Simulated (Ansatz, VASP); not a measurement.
## One calculation of BaF2, two programs

File INCAR:

```
SYSTEM = BaF2
ALGO = Normal ; EDIFF = 1E-7
EDIFFG = -0.002 ; ENCUT = 600
GGA = PS ; GGA_COMPAT = .FALSE.
IBRION = 2 ; ISIF = 3
ISMEAR = -1 ; LASPH = .TRUE.
LCHARG = .FALSE. ; LREAL = .FALSE.
LWAVE = .FALSE. ; NELM = 120
NELMIN = 4 ; NSW = 100
PREC = Accurate ; SIGMA = 0.1
```

File KPOINTS:

```
k-points
0
G
  10 10 10
  0 0 0
```

File POSCAR:

```
BaF2
1.0
    3.1000500000      3.1000500000      0.0000000000
   -3.1000500000      3.1000500000      0.0000000000
    0.0000000000      3.1000500000      3.1000500000
Ba F
1 2
Direct
    0.0000000000      0.0000000000      0.0000000000
    0.2500000000      0.7500000000      0.5000000000
    0.7500000000      0.2500000000      0.5000000000
```

Input for Ansatz:

```yaml
crystal:
  lattice:
    - [3.10005, 3.10005, 0.0]
    - [-3.10005, 3.10005, 0.0]
    - [0.0, 3.10005, 3.10005]
  atoms:
    - { symbol: Ba, position: [0.0, 0.0, 0.0] }
    - { symbol: F, position: [0.25, 0.75, 0.5] }
    - { symbol: F, position: [0.75, 0.25, 0.5] }
kpoints:
  mp_grid: { grid: [10, 10, 10] }
scf:
  occupations: { method: fermi_dirac, width: 0.1 }
hamiltonian:
  xc: pbesol
  pseudopotentials: { kind: paw }
relax:
  f_tol: 0.002
  max_steps: 80
  cell: {}
output:
  forces: true
  stress: true
```

Alike in both runs: task relaxation of cell and atoms; functional PBEsol; k mesh 10 × 10 × 10; occupations fermi-dirac, width 0.1 eV; no spin polarisation.

```csv
,VASP,Ansatz
version,VASP 6.6.1,Ansatz 0.2.0
potentials or method,"VASP PAW PBE potentials, release 64 (Ba_sv, F)","PAW with Ansatz's default frozen-core files, scalar-relativistic"
plane-wave cutoff (eV),600,420
valence electrons in the cell,24,24
```

```tsv
	VASP	Ansatz	Ansatz less VASP
relaxed volume (Å³/atom)	19.63	19.27	-0.362
relaxed cell length with the largest relative difference (Å)	4.367	4.340	-0.0270
```

VASP's potentials were made for PBE, not for PBEsol.

Spin-orbit coupling is off throughout.
